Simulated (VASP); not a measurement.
Set up this calculation in VASP 6.6.1, as the native input.

```
Task                   : single point
Functional             : PBEsol
Potentials or basis    : VASP PAW PBE potentials, release 64 (Sc_sv, Pd)
Cutoff                 : 520 eV
k mesh                 : 10 × 10 × 10
Occupations            : gaussian, width 0.1 eV
Spin                   : no spin polarisation
Dipole correction      : no
Further INCAR settings : ALGO = Fast; EDIFF = 1e-06; NBANDS = 28
```

The structure of ScPd3 lies in POSCAR:

```
ScPd3
1.0
    3.8622642603      0.0000000000      0.0000000000
    0.0000000000      3.8622642603      0.0000000000
    0.0000000000      0.0000000000      3.8622642603
Sc Pd
1 3
Direct
    0.0000000000      0.0000000000      0.0000000000
    0.0000000000      0.5000000000      0.5000000000
    0.5000000000      0.0000000000      0.5000000000
    0.5000000000      0.5000000000      0.0000000000
```

This cell differs from its parent crystal: volume scaled by 0.94.

The input as run:

INCAR

```
SYSTEM = ScPd3
  ALGO = Fast
  EDIFF = 1E-6
  ENCUT = 520
  GGA = PS
  ISIF = 2
  ISMEAR = 0
  LASPH = .True.
  LCHARG = .False.
  LREAL = .False.
  LWAVE = .False.
  NBANDS = 28
  NELM = 80
  PREC = Accurate
  SIGMA = 0.1
```

KPOINTS

```
k-points
0
Gamma
  10 10 10
  0 0 0
```

Potentials or basis: VASP PAW PBE potentials, release 64 (Sc_sv, Pd).

The run is started by

```bash
$ cat potpaw_PBE.64/Sc_sv/POTCAR potpaw_PBE.64/Pd/POTCAR > POTCAR
$ mpirun -np 1 vasp_std > vasp.out
```

Results of the run:

```
Pressure : 12.3 GPa
```

Caveat: the PAW data sets were made with another functional, which shifts forces and pressure a little.

Wall time 76 s on 1 thread of Intel(R) Xeon(R) Platinum 8259CL CPU @ 2.50GHz (Skylake/Cascade Lake) (shared host), peak memory 0.22 GiB.
